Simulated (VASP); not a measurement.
# Sc: single point with PBEsol

The system is Sc.

```
Sc
1.0
     0.00000    2.30456    2.27050
     2.30456    0.00000    2.27050
     2.30456    2.30456    0.00000
Sc
1
Direct
  0.00000 0.00000 0.00000
```

This cell differs from its parent crystal: strain +0.015 along x and y, +0.000 along z.

* Program: VASP 6.6.1
* Task: single point
* Functional: PBEsol
* Potentials or basis: VASP PAW PBE potentials, release 64 (Sc_sv)
* Cutoff: 520 eV
* k mesh: 18 × 18 × 18
* Occupations: gaussian, width 0.15 eV
* Spin: no spin polarisation

```json
{"Pressure": "-1.1 GPa"}
```

Stress tensor (GPa, compression positive):
```
-1.24  0.00  0.00
 0.00 -1.24  0.00
 0.00  0.00 -0.82
```

Levels at points of the mesh, in eV from the Fermi level:
```csv
k point,band 2,band 3,band 4,band 5,band 6,band 7,band 8,band 9
"(0.00, 0.00, 0.00)",-27.65,-27.65,-27.65,-5.24,1.57,1.57,1.67,2.97
"(0.50, 0.00, 0.00)",-28.09,-27.72,-27.71,-1.80,0.28,1.44,1.55,3.93
"(0.50, 0.50, 0.00)",-28.06,-27.81,-27.81,-1.56,-0.68,2.14,3.95,4.20
"(0.50, 0.00, 0.50)",-28.06,-27.81,-27.80,-1.58,-0.65,1.92,3.95,4.16
```

Run time: 89 s on 1 thread of Intel(R) Xeon(R) Platinum 8488C (Sapphire Rapids), with other jobs on the host, peak memory 0.24 GiB.

Caveat: the cell differs from its parent crystal (strain +0.015 along x and y, +0.000 along z); the PAW data sets were made with another functional, which shifts forces and pressure a little.
